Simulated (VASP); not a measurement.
Wanted: the native input for a VASP 6.6.1 run.

```yaml
Task: single point
Functional: PBEsol
Potentials_or_basis: VASP PAW PBE potentials, release 64 (Mg, S)
Cutoff: 600 eV
k_mesh: 8 × 8 × 8
Occupations: gaussian, width 0.02 eV
Spin: no spin polarisation
Dipole_correction: no
Further_INCAR_settings: ALGO = Normal; EDIFF = 1e-06; NBANDS = 11
```

The structure of MgS (v.bB) lies in POSCAR:

```
MgS
1.0
    0.0000000000      2.8257734839      2.8257734839
    2.8257734839      0.0000000000      2.8257734839
    2.8257734839      2.8257734839      0.0000000000
Mg S
1 1
Direct
    0.0000000000      0.0000000000      0.0000000000
    0.2500000000      0.2500000000      0.2500000000
```

The input as run:

INCAR

```
SYSTEM = MgS
ALGO = Normal ; EDIFF = 1E-6
ENCUT = 600 ; GGA = PS
GGA_COMPAT = .False. ; ISIF = 2
ISMEAR = 0 ; LASPH = .True.
LCHARG = .False. ; LREAL = .False.
LWAVE = .False. ; NBANDS = 11
NELM = 120 ; PREC = Accurate
SIGMA = 0.02
```

KPOINTS

```
k-points
0
Gamma
  8 8 8
  0 0 0
```

Potentials or basis: VASP PAW PBE potentials, release 64 (Mg, S).

The run is started by

```console
$ cat potpaw_PBE.64/Mg/POTCAR potpaw_PBE.64/S/POTCAR > POTCAR
$ mpirun -np 1 vasp_std > vasp.out
```

It gave:

* Pressure: -0.1 GPa
* Band gap on the k mesh: 3.32 eV, direct

Caveat: the PAW data sets were made with another functional, which shifts forces and pressure a little.

Wall time 11 s on 1 thread of Intel Xeon 6975P-C, on a shared host, peak memory 0.18 GiB.
